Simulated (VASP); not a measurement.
A run of VASP 6.6.1:

Contents of INCAR:

```
SYSTEM = InSe
  ALGO = Normal
  DIPOL = 0.5 0.5 0.408
  EDIFF = 1E-6
  ENCUT = 520
  GGA = PE
  IDIPOL = 3
  ISIF = 2
  ISMEAR = 0
  IVDW = 12
  LASPH = .True.
  LCHARG = .True.
  LDIPOL = .True.
  LELF = .True.
  LREAL = .False.
  LVACPOTAV = .True.
  LVHAR = .True.
  LWAVE = .False.
  NBANDS = 48
  NELM = 100
  PREC = Accurate
  SIGMA = 0.05
```

Contents of KPOINTS:

```
k-points
0
Gamma
  9 9 1
  0 0 0
```

File POSCAR:

```
InSe
1.0
    4.0266104108      0.0000000000      0.0000000000
   -2.0133052054      3.4871469069      0.0000000000
    0.0000000000      0.0000000000     28.2707105452
Se In
4 4
Direct
    0.0000000000      0.0000000000      0.1591753413
    0.0000000000      0.0000000000      0.3496677332
    0.3333333333      0.6666666667      0.4667500398
    0.3333333333      0.6666666667      0.6572424317
    0.6666666667      0.3333333333      0.2049979888
    0.6666666667      0.3333333333      0.3038451603
   -0.3333333333      0.3333333333      0.5125726873
   -0.3333333333      0.3333333333      0.6114198588
```

Potentials or basis: VASP PAW PBE potentials, release 64 (Se, In_d).

The run is started by

```sh
$ cat potpaw_PBE.64/Se/POTCAR potpaw_PBE.64/In_d/POTCAR > POTCAR
$ mpirun -np 1 vasp_std > vasp.out
```

Hardware: 1 thread of Intel(R) Xeon(R) Platinum 8259CL CPU @ 2.50GHz (Skylake/Cascade Lake) (shared host).

**Question.** How long does it take, and how much memory?

**Answer.** Run time: 8.6 min on 1 thread of Intel(R) Xeon(R) Platinum 8259CL CPU @ 2.50GHz (Skylake/Cascade Lake), on a shared host, peak memory 0.51 GiB. Counts: scf iterations 23, k points 12.
